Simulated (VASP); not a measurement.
## Li4Ru: single point with PBE

The system is Li4Ru.

```
Li Ru
1.0
    -2.63741    2.63741    2.63741
     2.63741   -2.63741    2.63741
     2.63741    2.63741   -2.63741
Li Ru
4 1
Direct
  0.34960 0.34960 0.34960
  0.65040 0.00000 0.00000
  0.00000 0.00000 0.65040
  0.00000 0.65040 0.00000
  0.00000 0.00000 0.00000
```

```yaml
Program: VASP 6.6.1
Task: single point
Functional: PBE
Potentials_or_basis: VASP PAW PBE potentials, release 64 (Li_sv, Ru_pv)
Cutoff: 520 eV
k_mesh: 6 × 6 × 6
Occupations: gaussian, width 0.1 eV
Spin: no spin polarisation
Dipole_correction: no
Further_INCAR_settings: ALGO = Fast; EDIFF = 1e-06; NBANDS = 21
```

```yaml
Largest_force: 10.651 eV/Å
```

Forces in eV/Å, atoms in the order of the input:
```
Li   6.149  6.149  6.149
Li   6.149 -6.149 -6.149
Li  -6.149 -6.149  6.149
Li  -6.149  6.149 -6.149
Ru   0.000  0.000  0.000
```

Levels at points of the mesh, in eV from the Fermi level:
| k point | band 11 | band 12 | band 13 | band 14 | band 15 | band 16 |
| --- | --- | --- | --- | --- | --- | --- |
| (0.00, 0.00, 0.00) | -1.56 | -1.56 | -1.56 | 3.91 | 3.91 | 3.91 |
| (0.50, 0.00, 0.00) | -2.01 | -1.79 | -1.06 | 0.08 | 2.47 | 3.39 |
| (0.50, 0.50, 0.50) | -2.48 | -2.48 | 0.05 | 2.84 | 2.84 | 2.84 |

Wall time 57 s on 1 thread of AMD EPYC 9R45 96-Core Processor (Zen 5), on a shared host, peak memory 0.18 GiB.

Caveat: forces of over 1 eV/Å act on the atoms, so gaps and moduli don't describe the material at rest.
